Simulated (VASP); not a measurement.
# Au4S (P-43m) in VASP: notebook, part 2 of 3

VASP 6.6.1. The steps go on from the part before.

### 3 Single point, PBE

This run uses another cell than the first one, of 31.08 Å³/atom, 1.503 times its volume.

The input, INCAR:

```
ALGO = Normal ; EDIFF = 1E-6
ENCUT = 520 ; GGA = PE
ISIF = 2 ; ISMEAR = 0
LASPH = True ; LCHARG = False
LREAL = False ; LWAVE = False
NBANDS = 33 ; NELM = 80
PREC = Accurate ; SIGMA = 0.1
```

The input, KPOINTS:

```
k-points
0
Gamma
  4 4 4
```

The input, POSCAR:

```
Au4S
1.0
    5.3762857100      0.0000000000      0.0000000000
    0.0000000000      5.3762857100      0.0000000000
    0.0000000000      0.0000000000      5.3762857100
S Au
1 4
Direct
    0.0000000000      0.0000000000      0.0000000000
    0.2500000000      0.2500000000      0.2500000000
    0.7500000000      0.7500000000      0.2500000000
    0.7500000000      0.2500000000      0.7500000000
    0.2500000000      0.7500000000      0.7500000000
```

Potentials or basis: VASP PAW PBE potentials, release 64 (S, Au).

Started as:

```console
$ cat potpaw_PBE.64/S/POTCAR potpaw_PBE.64/Au/POTCAR > POTCAR
$ mpirun -np 1 vasp_std > vasp.out
```

OUTCAR:

```text
EDIFF = 1E-6
   ENCUT = 520
   GGA = PE
   ISIF = 2
   ISMEAR = 0
   LASPH = True
   LREAL = False
   NELM = 80
   PREC = Accurate

 ion  position               nearest neighbor table
   1  0.000  0.000  0.000-   2 2.33   3 2.33   4 2.33   5 2.33
   2  0.250  0.250  0.250-   1 2.33
   3  0.750  0.750  0.250-   1 2.33
   4  0.750  0.250  0.750-   1 2.33
   5  0.250  0.750  0.750-   1 2.33

  LATTYP: Found a simple cubic cell.
 ALAT       =     5.3762857100

  Lattice vectors:

 A1 = (   5.3762857100,   0.0000000000,   0.0000000000)
 A2 = (   0.0000000000,   5.3762857100,   0.0000000000)
 A3 = (   0.0000000000,   0.0000000000,   5.3762857100)

Analysis of symmetry for initial positions (statically):
=====================================================================
 Subroutine PRICEL returns:
 Original cell was already a primitive cell.

 Routine SETGRP: Setting up the symmetry group for a
 simple cubic supercell.

 Subroutine GETGRP returns: Found 24 space group operations
[... 155 lines left out ...]
  energy without entropy =      -12.98608536  energy(sigma->0) =      -12.98889866

 E-fermi :   1.9638     XC(G=0):  -8.8922

 val. band max:        1.9559207718   @ k =   0.5000   0.0000   0.0000
 cond. band min:       2.3455903934   @ k =   0.5000   0.5000   0.5000
 fundamental gap:      0.3896696216
 Fermi energy:         1.9637680640

 k-point     1 :       0.0000    0.0000    0.0000
  band No.  band energies     occupation
      1     -11.8941      2.00000
      2      -3.7093      2.00000
      3      -3.7093      2.00000
      4      -3.7093      2.00000
      5      -1.6099      2.00000
      6      -1.1557      2.00000
[... 349 lines left out ...]
     32       7.8900      0.00000
     33      10.6360      0.00000

------------------------ aborting loop because EDIFF is reached ----------------------------------------

  FORCE on cell =-STRESS in cart. coord.  units (eV):
  Direction    XX          YY          ZZ          XY          YZ          ZX
  --------------------------------------------------------------------------------------
  -------------------------------------------------------------------------------------
  Total       -6.0358234     -6.0358234     -6.0358234     -0.0000000      0.0000000      0.0000000
  in kB      -62.2300408    -62.2300408    -62.2300408     -0.0000000      0.0000000      0.0000000
  external PRESSURE =     -62.2300408 kB  Pullay stress =       0.0000000 kB

 VOLUME and BASIS-vectors are now :
 -----------------------------------------------------------------------------
  energy-cutoff  :      520.00
  volume of cell :      155.40
      direct lattice vectors                 reciprocal lattice vectors
     5.376285710  0.000000000  0.000000000     0.186002020  0.000000000  0.000000000
     0.000000000  5.376285710  0.000000000     0.000000000  0.186002020  0.000000000
     0.000000000  0.000000000  5.376285710     0.000000000  0.000000000  0.186002020

 POSITION                                       TOTAL-FORCE (eV/Angst)
 -----------------------------------------------------------------------------------
      0.00000      0.00000      0.00000        -0.000000      0.000000      0.000000
      1.34407      1.34407      1.34407         0.484797      0.484797      0.484797
      4.03221      4.03221      1.34407        -0.484797     -0.484797      0.484797
      4.03221      1.34407      4.03221        -0.484797      0.484797     -0.484797
      1.34407      4.03221      4.03221         0.484797     -0.484797     -0.484797
 -----------------------------------------------------------------------------------
    total drift:                                0.000000      0.000000      0.000000

  FREE ENERGIE OF THE ION-ELECTRON SYSTEM (eV)
  ---------------------------------------------------
  free  energy   TOTEN  =       -12.9917119564 eV

  energy  without entropy=      -12.9860853634  energy(sigma->0) =      -12.98889866
```

It took 74 s on 1 thread of Oxide Virtual Turin-like, shared host; peak memory 0.21 GiB.

Results:

| Quantity | Value |
| --- | --- |
| Free energy | -12.9917 eV |
| Pressure | -6.2 GPa |
| Band gap on the k mesh | zero (band 25 reaches 2.35 eV, above the bottom of band 26 at 1.96 eV) |

Levels at points of the mesh, in eV from the Fermi level:
| k point | band 23 | band 24 | band 25 | band 26 | band 27 | band 28 |
| --- | --- | --- | --- | --- | --- | --- |
| (0.00, 0.00, 0.00) | -0.64 | -0.64 | -0.64 | 2.35 | 2.35 | 2.60 |
| (0.50, 0.00, 0.00) | -0.65 | -0.65 | -0.11 | -0.01 | 2.75 | 2.75 |
| (0.50, 0.50, 0.00) | -1.62 | -0.83 | -0.38 | 1.49 | 2.18 | 2.18 |
| (0.50, 0.50, 0.50) | -1.15 | -1.15 | 0.38 | 0.65 | 0.65 | 0.65 |

Caveat: spin-orbit coupling is left out, which moves the levels of the heavy elements.

### 4 Single point, PBE

This run uses another cell than the first one, of 20.62 Å³/atom, 0.997 times its volume.

The input, INCAR:

```
SYSTEM = Au4S
PREC = Accurate
ENCUT = 520
EDIFF = 1E-6
ISMEAR = 0
SIGMA = 0.02
LREAL = .False.
LASPH = .True.
NELM = 100
ALGO = Normal
ISIF = 2
LWAVE = .False.
LCHARG = .False.
GGA = PE
NBANDS = 33
```

The input, KPOINTS:

```
Automatic mesh
0
Gamma
  8 8 8
  0 0 0
```

The input, POSCAR:

```
Au4S
1.0
    4.6891888225      0.0000000000      0.0000000000
    0.0000000000      4.6891888225      0.0000000000
    0.0000000000      0.0000000000      4.6891888225
S Au
1 4
Direct
    0.0000000000      0.0000000000      0.0000000000
    0.2909716799      0.2909716799      0.2909716799
    0.7090283201      0.7090283201      0.2909716799
    0.7090283201      0.2909716799      0.7090283201
    0.2909716799      0.7090283201      0.7090283201
```

Started as:

```console
$ cat potpaw_PBE.64/S/POTCAR potpaw_PBE.64/Au/POTCAR > POTCAR
$ mpirun -np 1 vasp_std > vasp.out
```

Run time: 2.6 min. Hardware: 1 thread of Oxide Virtual Turin-like, shared host; peak memory 0.22 GiB.

Results (log left out):

```
Free energy            : -16.7938 eV
Pressure               : -0.2 GPa
Largest force          : 0.004 eV/Å
Band gap on the k mesh : 0.34 eV, indirect (least direct gap 0.54 eV)
```

Forces on the atoms (eV/Å):
```
S    0.000  0.000  0.000
Au   0.002  0.002  0.002
Au  -0.002 -0.002  0.002
Au  -0.002  0.002 -0.002
Au   0.002 -0.002 -0.002
```

Levels at points of the mesh, in eV from the valence-band top:
```tsv
k point	band 23	band 24	band 25	band 26	band 27	band 28
(0.00, 0.00, 0.00)	-0.17	-0.17	-0.17	2.34	2.34	4.54
(0.50, 0.00, 0.00)	-0.99	0.00	0.00	0.66	4.96	4.96
(0.50, 0.50, 0.00)	-1.01	-0.95	-0.84	3.65	3.65	3.67
(0.50, 0.50, 0.50)	-0.78	-0.78	-0.20	0.34	0.34	0.34
```

Caveat: spin-orbit coupling is left out, which moves the levels of the heavy elements.

### 5 Relaxation of cell and atoms, PBE

This run uses another cell than the first one, of 31.08 Å³/atom, 1.503 times its volume.

The input, INCAR:

```
PREC = Accurate
ENCUT = 600
EDIFF = 1E-7
ISMEAR = 0
SIGMA = 0.1
LREAL = False
LASPH = True
NELM = 80
ALGO = Normal
ISIF = 3
LWAVE = False
LCHARG = False
GGA = PE
IBRION = 2
NSW = 90
EDIFFG = -0.04
```

The input, KPOINTS:

```
Automatic mesh
0
Gamma
  4 4 4
```

The input, POSCAR:

```
Au4S
1.0
    5.3762857100      0.0000000000      0.0000000000
    0.0000000000      5.3762857100      0.0000000000
    0.0000000000      0.0000000000      5.3762857100
S Au
1 4
Direct
    0.0000000000      0.0000000000      0.0000000000
    0.2500000000      0.2500000000      0.2500000000
    0.7500000000      0.7500000000      0.2500000000
    0.7500000000      0.2500000000      0.7500000000
    0.2500000000      0.7500000000      0.7500000000
```

Potentials or basis: VASP PAW PBE potentials, release 64 (S, Au).

Started as:

```console
$ cat potpaw_PBE.64/S/POTCAR potpaw_PBE.64/Au/POTCAR > POTCAR
$ mpirun -np 1 vasp_std > vasp.out
```

OUTCAR:

```text
PREC = Accurate
   ENCUT = 600
   EDIFF = 1E-7
   ISMEAR = 0
   LREAL = False
   LASPH = True
   NELM = 80
   ISIF = 3
   GGA = PE
   IBRION = 2
   NSW = 90
   EDIFFG = -0.04

 ion  position               nearest neighbor table
   1  0.000  0.000  0.000-   2 2.33   3 2.33   4 2.33   5 2.33
   2  0.250  0.250  0.250-   1 2.33
   3  0.750  0.750  0.250-   1 2.33
   4  0.750  0.250  0.750-   1 2.33
   5  0.250  0.750  0.750-   1 2.33

  LATTYP: Found a simple cubic cell.
 ALAT       =     5.3762857100

  Lattice vectors:

 A1 = (   5.3762857100,   0.0000000000,   0.0000000000)
 A2 = (   0.0000000000,   5.3762857100,   0.0000000000)
 A3 = (   0.0000000000,   0.0000000000,   5.3762857100)

Analysis of symmetry for initial positions (statically):
=====================================================================
 Subroutine PRICEL returns:
 Original cell was already a primitive cell.

 Routine SETGRP: Setting up the symmetry group for a
 simple cubic supercell.

 Subroutine GETGRP returns: Found 24 space group operations
 (whereof 24 operations were pure point group operations)
 out of a pool of 48 trial point group operations.

[... 164 lines left out ...]
  in kB      -61.7698730    -61.7698730    -61.7698730      0.0000000     -0.0000000      0.0000000
  external PRESSURE =     -61.7698730 kB  Pullay stress =       0.0000000 kB
[... 26 lines left out ...]
--------------------------------------- Ionic step        2  -------------------------------------------

 number of electron      50.0000004 magnetization

 E-fermi :   3.6251     XC(G=0):  -9.7984

 val. band max:        3.3208590750   @ k =   0.5000   0.0000   0.0000
 cond. band min:       3.6555977403   @ k =   0.5000   0.0000   0.0000
 fundamental gap:      0.3347386653
 Fermi energy:         3.6251355148

 k-point     1 :       0.0000    0.0000    0.0000
  band No.  band energies     occupation
      1     -10.9524      2.00000
      2      -2.8900      2.00000
      3      -2.8900      2.00000
      4      -2.8900      2.00000
      5      -0.8853      2.00000
      6      -0.1994      2.00000
[... 390 lines left out ...]
  FREE ENERGIE OF THE ION-ELECTRON SYSTEM (eV)
  ---------------------------------------------------
  free  energy   TOTEN  =       -14.4571461986 eV

  energy  without entropy=      -14.4547357520  energy(sigma->0) =      -14.45594098

[... ionic steps 4 to 9 ...]

--------------------------------------- Ionic step       10  -------------------------------------------

 number of electron      50.0000000 magnetization

------------------------ aborting loop because EDIFF is reached ----------------------------------------
[... 73 lines left out ...]
--------------------------------------- Ionic step       12  -------------------------------------------

 number of electron      49.9999997 magnetization

 Free energy of the ion-electron system (eV)
  ---------------------------------------------------
  ext. energy  EPLUGINS =         0.00000000
  ---------------------------------------------------
  free energy    TOTEN  =       -16.77617760 eV

  energy without entropy =      -16.77575530  energy(sigma->0) =      -16.77596645

 E-fermi :   5.6985     XC(G=0): -11.0648

 val. band max:        5.5182741848   @ k =   0.5000   0.0000   0.0000
 cond. band min:       5.8593162484   @ k =   0.5000   0.5000   0.5000
 fundamental gap:      0.3410420636
 Fermi energy:         5.6985397227

 k-point     1 :       0.0000    0.0000    0.0000
  band No.  band energies     occupation
      1      -7.8382      2.00000
      2      -0.1985      2.00000
      3      -0.1985      2.00000
      4      -0.1985      2.00000
      5       0.2825      2.00000
      6       0.9929      2.00000
[... 351 lines left out ...]
  FREE ENERGIE OF THE ION-ELECTRON SYSTEM (eV)
  ---------------------------------------------------
  free  energy   TOTEN  =       -16.7761775966 eV

  energy  without entropy=      -16.7757552993  energy(sigma->0) =      -16.77596645

 reached required accuracy - stopping structural energy minimisation
```

OSZICAR:

```text
N       E                     dE             d eps       ncg     rms          rms(c)
DAV:   1     0.309399671231E+03    0.30940E+03   -0.24952E+04   600   0.164E+03
DAV:   2     0.333763999954E+01   -0.30606E+03   -0.28686E+03   660   0.295E+02
DAV:   3    -0.134422194327E+02   -0.16780E+02   -0.15979E+02   706   0.588E+01
[... 135 lines left out ...]
DAV:   5    -0.167761794350E+02    0.71871E-05   -0.28362E-05   684   0.404E-02    0.273E-02
DAV:   6    -0.167761779892E+02    0.14458E-05   -0.75785E-06   630   0.143E-02    0.388E-03
DAV:   7    -0.167761778227E+02    0.16652E-06   -0.17892E-07   450   0.240E-03    0.209E-03
DAV:   8    -0.167761776087E+02    0.21399E-06   -0.38508E-08   306   0.108E-03    0.318E-04
DAV:   9    -0.167761775966E+02    0.12045E-07   -0.59406E-09   300   0.460E-04
  12 F= -.16776178E+02 E0= -.16775966E+02  d E =-.453021E-02
```

It took 11 min on 1 thread of Oxide Virtual Turin-like, shared host; peak memory 0.33 GiB.

What came out:

- Free energy: -16.7762 eV
- Relaxed volume: 20.61 Å³/atom
- Relaxed cell: a = 4.688 Å, b = 4.688 Å, c = 4.688 Å, α = 90.00°, β = 90.00°, γ = 90.00°
- Space group after relaxing (to 0.05 Å): P-43m (No. 215)
- Energy gained by relaxing: 756.8 meV/atom
- Ionic steps: 12
- Pressure after relaxing: 0.0 GPa
- Band gap on the k mesh: 0.34 eV, indirect (least direct gap 0.54 eV)

The path:
| step | energy change (eV) | largest force (eV/Å) | pressure (GPa) | volume (Å³) |
| --- | --- | --- | --- | --- |
| 1 | 0.0000 | 0.8396 | -6.18 | 155.40 |
| 2 | -1.0483 | 2.2782 | -3.24 | 129.98 |
| 3 | -1.4651 | 4.1541 | 5.49 | 109.29 |
| 4 | -1.7877 | 4.1894 | 6.95 | 105.07 |
| 5 | -2.3930 | 3.8469 | 16.09 | 93.06 |
| 6 | -3.0672 | 2.5299 | 10.97 | 94.65 |
| 7 | -3.7200 | 0.2913 | 4.75 | 98.70 |
| 8 | -3.7625 | 0.0522 | 2.68 | 100.35 |
| 9 | -3.7795 | 0.2121 | 0.29 | 102.55 |
| 10 | -3.7796 | 0.1930 | 0.47 | 102.37 |
| 11 | -3.7819 | 0.1388 | 0.32 | 102.57 |
| 12 | -3.7842 | 0.0074 | -0.03 | 103.06 |

Final structure:
```cif
data_structure
_symmetry_space_group_name_H-M 'P 1'
_symmetry_Int_Tables_number 1
_cell_length_a 4.6884
_cell_length_b 4.6884
_cell_length_c 4.6884
_cell_angle_alpha 90.000
_cell_angle_beta 90.000
_cell_angle_gamma 90.000
_cell_volume 103.06
loop_
_atom_site_label
_atom_site_type_symbol
_atom_site_fract_x
_atom_site_fract_y
_atom_site_fract_z
_atom_site_occupancy
S1 S 0.00000 0.00000 0.00000 1
Au1 Au 0.29101 0.29101 0.29101 1
Au2 Au 0.70899 0.70899 0.29101 1
Au3 Au 0.70899 0.29101 0.70899 1
Au4 Au 0.29101 0.70899 0.70899 1
```

Caveat: the volume moved by over 15 % at a fixed basis, so the end points are rough; spin-orbit coupling is left out, which moves the levels of the heavy elements. A k mesh can miss the band edges.

(Continued in part 3 of 3.)
